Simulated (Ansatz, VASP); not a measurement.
Ca5GeN2: VASP beside Ansatz

```
CELL_PARAMETERS angstrom
-2.20841 2.20841 7.99918
2.20841 -2.20841 7.99918
2.20841 2.20841 -7.99918
ATOMIC_POSITIONS crystal
Ca 0.50000 0.50000 0.00000
Ca 0.85518 0.35518 0.50000
Ca 0.35518 0.85518 0.50000
Ca 0.14482 0.64482 0.50000
Ca 0.64482 0.14482 0.50000
Ge 0.00000 0.00000 0.00000
N 0.74669 0.74669 0.00000
N 0.25331 0.25331 0.00000
```

Change from the starting cell: species swapped into the YAl2Pd5 type (I4/mmm, No. 139).

Alike in both runs: task relaxation of cell and atoms; functional PBE; k mesh 4 × 4 × 4; occupations gaussian, width 0.15 eV; no spin polarisation.

```csv
,VASP,Ansatz
version,VASP 6.6.1,Ansatz 0.2.0
potentials or method,"VASP PAW PBE potentials, release 64 (Ca_sv, Ge_d, N), cutoff 600 eV","scalar-relativistic, plane waves, PAW"
valence electrons in the cell,74,74
```

Ansatz gave:

| Property | Result |
| --- | --- |
| gap on the k mesh at the Fermi level, each at its own relaxed structure (eV) | 0.34 |
| relaxed volume (Å³/atom) | 22.24 |
| relaxed cell length with the largest relative difference (Å) | 8.507 |

Problem. Estimate VASP's values.

Solution. gap on the k mesh at the Fermi level, each at its own relaxed structure (eV): 0.35; relaxed volume (Å³/atom): 22.44; relaxed cell length with the largest relative difference (Å): 8.494.

The k mesh is coarse, so the values compare programs but aren't converged. Noted on VASP's run: the volume moved by over 15 % at a fixed basis, so the end points are rough.
